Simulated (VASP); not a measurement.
# Sc in VASP: a series of runs

Sc is run at these levels: PBEsol; tasks: single point.

Everything below comes from runs of VASP 6.6.1. Logs are shortened: lines on timing, memory, paths and dates and some standing lists are left out, and cuts for length are marked.

**1. The cell of the first run**

The typed cell holds 2 atoms: a = 3.309 Å, b = 3.309 Å, c = 5.273 Å, α = 90.00°, β = 90.00°, γ = 120.00°.

**2. Single point, PBEsol**

The input, INCAR:

```
PREC     = Accurate       # precision mode
ENCUT    = 520            # plane-wave cutoff, eV
EDIFF    = 1E-6           # SCF threshold, eV
ISMEAR   = -1             # smearing method
SIGMA    = 0.1            # smearing width, eV
LREAL    = F              # projectors in reciprocal space
LASPH    = T              # aspherical terms in the spheres
NELM     = 100            # most SCF steps
ALGO     = Normal         # electronic algorithm
ISIF     = 2              # what is computed and relaxed
LWAVE    = F              # write WAVECAR
LCHARG   = F              # write CHGCAR
GGA      = PS             # functional
NBANDS   = 18             # bands
```

The input, KPOINTS:

```
Automatic mesh
0
Gamma
  7 7 4
```

The input, POSCAR:

```
Sc
1.0
    3.3090000000      0.0000000000      0.0000000000
   -1.6545000000      2.8656780600      0.0000000000
    0.0000000000      0.0000000000      5.2733000000
Sc
2
Direct
    0.3275578987      0.6578540636      0.2358092014
    0.6609309683      0.3245007067      0.7358212371
```

Potentials or basis: VASP PAW PBE potentials, release 64 (Sc_sv).

Run with:

```sh
cat potpaw_PBE.64/Sc_sv/POTCAR > POTCAR
mpirun -np 1 vasp_std > vasp.out
```

OUTCAR:

```text
PREC = Accurate
   ENCUT = 520
   EDIFF = 1E-6
   ISMEAR = -1
   LREAL = F
   LASPH = T
   NELM = 100
   ISIF = 2
   GGA = PS

 ion  position               nearest neighbor table
   1  0.328  0.658  0.236-   2 3.26   2 3.26   2 3.26   2 3.26   2 3.26   2 3.26
   2  0.661  0.325  0.736-   1 3.26   1 3.26   1 3.26   1 3.26   1 3.26   1 3.26

  LATTYP: Found a hexagonal cell.
 ALAT       =     3.3090000000
 C/A-ratio  =     1.5936234512

  Lattice vectors:

 A1 = (   3.3090000000,   0.0000000000,   0.0000000000)
 A2 = (  -1.6545000000,   2.8656780600,   0.0000000000)
 A3 = (   0.0000000000,   0.0000000000,   5.2733000000)

Analysis of symmetry for initial positions (statically):
=====================================================================
 Subroutine PRICEL returns:
 Original cell was already a primitive cell.

 Routine SETGRP: Setting up the symmetry group for a
 hexagonal supercell.

 Subroutine GETGRP returns: Found  2 space group operations
 (whereof  1 operations were pure point group operations)
 out of a pool of 24 trial point group operations.

The static configuration has the point symmetry C_1 .
 The point group associated with its full space group is S_2 .

Analysis of symmetry for dynamics (positions and initial velocities):
=====================================================================
 Subroutine PRICEL returns:
 Original cell was already a primitive cell.

 Routine SETGRP: Setting up the symmetry group for a
 hexagonal supercell.

 Subroutine GETGRP returns: Found  2 space group operations
 (whereof  1 operations were pure point group operations)
 out of a pool of 24 trial point group operations.

The dynamic configuration has the point symmetry C_1 .
 The point group associated with its full space group is S_2 .

 Subroutine INISYM returns: Found  2 space group operations
 (whereof  1 operations are pure point group operations),
 and found     1 'primitive' translations

----------------------------------------------------------------------------------------

                                     Primitive cell

  volume of cell :      50.0042

  direct lattice vectors                    reciprocal lattice vectors
     3.309000000  0.000000000  0.000000000     0.302206105  0.174478776  0.000000000
    -1.654500000  2.865678060  0.000000000     0.000000000  0.348957552  0.000000000
     0.000000000  0.000000000  5.273300000     0.000000000  0.000000000  0.189634574

  length of vectors
     3.309000000  3.308999999  5.273300000     0.348957552  0.348957552  0.189634574

  position of ions in fractional coordinates (direct lattice)
     0.327557899  0.657854064  0.235809201
     0.660930968  0.324500707  0.735821237

  ion indices of the primitive-cell ions
   primitive index   ion index
                 1           1
                 2           2

----------------------------------------------------------------------------------------

 KPOINTS: Automatic mesh

Automatic generation of k-mesh.
 Grid dimensions read from file:
 generate k-points for:    7    7    4

 Generating k-lattice:

  Cartesian coordinates                     Fractional coordinates (reciprocal lattice)
     0.043172301  0.024925539  0.000000000     0.142857143  0.000000000  0.000000000
     0.000000000  0.049851079  0.000000000     0.000000000  0.142857143  0.000000000
     0.000000000  0.000000000  0.047408644     0.000000000  0.000000000  0.250000000

  Length of vectors
     0.049851079  0.049851079  0.047408644

  Shift w.r.t. Gamma in fractional coordinates (k-lattice)
     0.000000000  0.000000000  0.000000000

 Subroutine IBZKPT returns following result:
 ===========================================

 Found     99 irreducible k-points:

 Following reciprocal coordinates:
            Coordinates               Weight
  0.000000  0.000000  0.000000      1.000000
  0.142857  0.000000  0.000000      2.000000
  0.000000  0.142857  0.000000      2.000000
 -0.142857  0.142857  0.000000      2.000000
  0.285714 -0.000000  0.000000      2.000000
  0.000000  0.285714  0.000000      2.000000
[... 16 lines left out ...]
  0.285714  0.285714  0.000000      2.000000
 -0.285714 -0.428571  0.000000      2.000000
 [... further k-points ...]
   k-points           NKPTS =     99   k-points in BZ     NKDIM =     99   number of bands    NBANDS=     18
   number of dos      NEDOS =    301   number of ions     NIONS =      2
   total plane-waves  NPLWV =  31360
   dimension x,y,z NGX =    28 NGY =   28 NGZ =   40
   dimension x,y,z NGXF=    56 NGYF=   56 NGZF=   80
   ions per type =               2
   NGX,Y,Z   is equivalent  to a cutoff of  14.07, 14.07, 12.61 a.u.
   NGXF,Y,Z  is equivalent  to a cutoff of  28.13, 28.13, 25.22 a.u.
 SYSTEM =  unknown system
   PREC   = accura    normal or accurate (medium, high low for compatibility)
   ISTART =      0    job   : 0-new  1-cont  2-samecut
   ICHARG =      2    charge: 1-file 2-atom 10-const
   ISPIN  =      1    spin polarized calculation?
   LNONCOLLINEAR =      F non collinear calculations
   LSORBIT =      F    spin-orbit coupling
   LASPH  =      T    aspherical Exc in radial PAW
   ENCUT  =  520.0 eV  38.22 Ry    6.18 a.u.   6.15  6.15  9.80*2*pi/ulx,y,z
   NELM   =    100;   NELMIN=  2; NELMDL= -5     # of ELM steps
   EDIFF  = 0.1E-05   stopping-criterion for ELM
   LREAL  =      F    real-space projection
   EDIFFG = 0.1E-04   stopping-criterion for IOM
   NSW    =      0    number of steps for IOM
   IBRION =     -1    ionic relax: 0-MD 1-quasi-New 2-CG
   NFREE  =      0    steps in history (QN), initial steepest desc. (CG)
   ISIF   =      2    stress and relaxation
   ISYM   =      2    0-nonsym 1-usesym 2-fastsym
   POTIM  = 0.5000    time-step for ionic-motion
   TEBEG  =    0.0;   TEEND  =   0.0 temperature during run
   PSTRESS=    0.0 pullay stress
   NELECT =      22.0000    total number of electrons
   NUPDOWN=      -1.0000    fix difference up-down
   EMIN   =  10.00;   EMAX   =-10.00  energy-range for DOS
   EFERMI =   0.00;   METHOD = LEGACY
   ISMEAR =    -1;   SIGMA  =   0.10  broadening in eV -4-tet -1-fermi 0-gaus
   EFERMI_NEDOS =   21; number of points for ismear=-14 and -15
   IALGO  =     38    algorithm
   IMIX   =      4    mixing-type and parameters
     AMIX     =   0.40;   BMIX     =  1.00
     AMIX_MAG =   1.60;   BMIX_MAG =  1.00
  volume/ion in A,a.u.               =      25.00       168.72
  Fermi-wavevector in a.u.,A,eV,Ry     =   1.245127  2.352948 21.093660  1.550340
  Thomas-Fermi vector in A             =   2.379363
   LORBIT       =      0    0 simple, 1 ext, 2 COOP (PROOUT), +10 PAW based schemes
   GGA     = PS    functional components
   LHFCALC =     F    Hartree Fock is set to
   AEXX    =    0.0000 exact exchange contribution
   IVDW    =     0    specifies the selected vdW correction
   LEPSILON=     F    determine dielectric tensor
   LRPA    =     F    only Hartree local field effects (RPA)
 non-spin polarized calculation
  energy-cutoff  :      520.00
  volume of cell :       50.00
 maximum number of plane-waves:      1387
 NGX is ok and might be reduce to    28
   NGX = 13   NGY = 13   NGZ = 19

 number of electron      22.0000001 magnetization

 Free energy of the ion-electron system (eV)
  ---------------------------------------------------
  ext. energy  EPLUGINS =         0.00000000
  ---------------------------------------------------
  free energy    TOTEN  =       -13.25350893 eV

  energy without entropy =      -13.12918063  energy(sigma->0) =      -13.19134478

 E-fermi :   3.4969     XC(G=0):  -9.9315

 val. band max:        3.4328407330   @ k =   0.4286   0.0000   0.2500
 cond. band min:       3.5515187362   @ k =  -0.2857   0.4286  -0.2500
 fundamental gap:      0.1186780032
 Fermi energy:         3.4968751084

 k-point     1 :       0.0000    0.0000    0.0000
  band No.  band energies     occupation
      1     -45.7442      2.00000
      2     -45.6816      2.00000
      3     -24.6457      2.00000
      4     -24.3132      2.00000
      5     -24.3132      2.00000
      6     -24.2558      2.00000
[... 10 lines left out ...]
     17       5.8565      0.00000
     18       5.8570      0.00000

 k-point     2 :       0.1429    0.0000    0.0000
  band No.  band energies     occupation
      1     -45.7350      2.00000
      2     -45.6780      2.00000
      3     -24.6208      2.00000
      4     -24.3637      2.00000
      5     -24.3297      2.00000
      6     -24.3079      2.00000
[... 10 lines left out ...]
     17       5.6192      0.00000
     18       5.7820      0.00000

 k-point     3 :       0.0000    0.1429    0.0000
  band No.  band energies     occupation
      1     -45.7350      2.00000
      2     -45.6780      2.00000
      3     -24.6208      2.00000
      4     -24.3637      2.00000
      5     -24.3297      2.00000
      6     -24.3079      2.00000
[... 10 lines left out ...]
     17       5.6191      0.00000
     18       5.7821      0.00000

 k-point     4 :      -0.1429    0.1429    0.0000
  band No.  band energies     occupation
      1     -45.7350      2.00000
      2     -45.6780      2.00000
      3     -24.6208      2.00000
      4     -24.3636      2.00000
      5     -24.3297      2.00000
      6     -24.3079      2.00000
[... 375 lines left out ...]
      4     -24.5038      2.00000
      5     -24.4576      2.00000
      6     -24.4228      2.00000
[... 10 lines left out ...]
     17       7.2458      0.00000
     18       7.3212      0.00000

 k-point    23 :       0.2857    0.2857    0.0000
  band No.  band energies     occupation
      1     -45.6817      2.00000
      2     -45.6702      2.00000
      3     -24.5361      2.00000
      4     -24.4916      2.00000
      5     -24.4458      2.00000
      6     -24.4404      2.00000
[... 10 lines left out ...]
     17       7.2131      0.00000
     18       7.2174      0.00000

 k-point    24 :      -0.2857   -0.4286    0.0000
  band No.  band energies     occupation
      1     -45.6817      2.00000
      2     -45.6702      2.00000
      3     -24.5361      2.00000
      4     -24.4916      2.00000
      5     -24.4459      2.00000
      6     -24.4404      2.00000
[... 10 lines left out ...]
     17       7.2132      0.00000
     18       7.2175      0.00000

 [... further k-points ...]
[... 5 lines left out ...]
  --------------------------------------------------------------------------------------
  -------------------------------------------------------------------------------------
  Total       -0.6949505     -0.6948150     -1.1981119      0.0002559      0.0000011     -0.0000344
  in kB      -22.2667993    -22.2624575    -38.3885146      0.0081996      0.0000345     -0.0011033
  external PRESSURE =     -27.6392571 kB  Pullay stress =       0.0000000 kB

 VOLUME and BASIS-vectors are now :
 -----------------------------------------------------------------------------
  energy-cutoff  :      520.00
  volume of cell :       50.00
      direct lattice vectors                 reciprocal lattice vectors
     3.309000000  0.000000000  0.000000000     0.302206105  0.174478776  0.000000000
    -1.654500000  2.865678060  0.000000000     0.000000000  0.348957552  0.000000000
     0.000000000  0.000000000  5.273300000     0.000000000  0.000000000  0.189634574

 POSITION                                       TOTAL-FORCE (eV/Angst)
 -----------------------------------------------------------------------------------
     -0.00453      1.88520      1.24349         0.000198     -0.000026      0.000218
      1.65013      0.92991      3.88021        -0.000198      0.000026     -0.000218
 -----------------------------------------------------------------------------------
    total drift:                                0.000001      0.000003      0.000032

  FREE ENERGIE OF THE ION-ELECTRON SYSTEM (eV)
  ---------------------------------------------------
  free  energy   TOTEN  =       -13.2535089310 eV

  energy  without entropy=      -13.1291806269  energy(sigma->0) =      -13.19134478
```

Wall time 66 s (1 thread of Intel Xeon Platinum 8375C at 2.90GHz (Ice Lake), shared host); peak memory 0.22 GiB.

What came out:

```yaml
Free_energy: -13.2535 eV
Pressure: -2.8 GPa
Band_gap_on_the_k_mesh: zero (bands 11 and 12 overlap by 1.30 eV)
```

Levels at points of the mesh, in eV from the Fermi level:
```csv
k point,band 9,band 10,band 11,band 12,band 13,band 14
"(0.00, 0.00, 0.00)",-5.11,-1.67,0.43,1.59,1.59,1.70
"(0.00, 0.00, 0.50)",-3.63,-3.63,0.88,0.88,1.53,1.53
```

Caveat: the PAW data sets were made with another functional, which shifts forces and pressure a little.

**3. Single point, PBEsol**

The input, INCAR:

```
SYSTEM = Sc
PREC     = Accurate       ! precision mode
ENCUT    = 520            ! plane-wave cutoff, eV
EDIFF    = 1E-6           ! SCF threshold, eV
ISMEAR   = -1             ! smearing method
SIGMA    = 0.1            ! smearing width, eV
LREAL    = .FALSE.        ! projectors in reciprocal space
LASPH    = .TRUE.         ! aspherical terms in the spheres
NELM     = 80             ! most SCF steps
ALGO     = Normal         ! electronic algorithm
ISIF     = 2              ! what is computed and relaxed
LWAVE    = .FALSE.        ! write WAVECAR
LCHARG   = .FALSE.        ! write CHGCAR
GGA      = PS             ! functional
NBANDS   = 18             ! bands
```

The input, KPOINTS:

```
regular mesh
0
G
  7 7 4
  0 0 0
```

The input, POSCAR:

```
Sc
1.0
    3.3090000000      0.0000000000      0.0000000000
   -1.6545000000      2.8656780600      0.0000000000
    0.0000000000      0.0000000000      5.2733000000
Sc
2
Direct
    0.3275578982      0.6578540618      0.2358092020
    0.6609309688      0.3245007085      0.7358212365
```

Potentials or basis: VASP PAW PBE potentials, release 64 (Sc_sv).

Run with:

```sh
cat potpaw_PBE.64/Sc_sv/POTCAR > POTCAR
mpirun -np 1 vasp_std > vasp.out
```

It took 66 s on 1 thread of Intel Xeon Platinum 8375C at 2.90GHz (Ice Lake), shared host; peak memory 0.22 GiB.

It converged, with:

```yaml
Free_energy: -13.2535 eV
Pressure: -2.8 GPa
Band_gap_on_the_k_mesh: zero (bands 11 and 12 overlap by 1.30 eV)
```

Stress tensor (GPa, compression positive):
```
-2.23  0.00  0.00
 0.00 -2.23  0.00
 0.00  0.00 -3.84
```

Levels at points of the mesh, in eV from the Fermi level:
| k point | band 7 | band 8 | band 9 | band 10 | band 11 | band 12 | band 13 | band 14 | band 15 | band 16 |
| --- | --- | --- | --- | --- | --- | --- | --- | --- | --- | --- |
| (0.00, 0.00, 0.00) | -27.75 | -27.74 | -5.11 | -1.67 | 0.43 | 1.59 | 1.59 | 1.70 | 2.00 | 2.00 |
| (0.00, 0.00, 0.50) | -27.78 | -27.78 | -3.63 | -3.63 | 0.88 | 0.88 | 1.53 | 1.53 | 1.53 | 1.53 |

Caveat: the PAW data sets were made with another functional, which shifts forces and pressure a little.
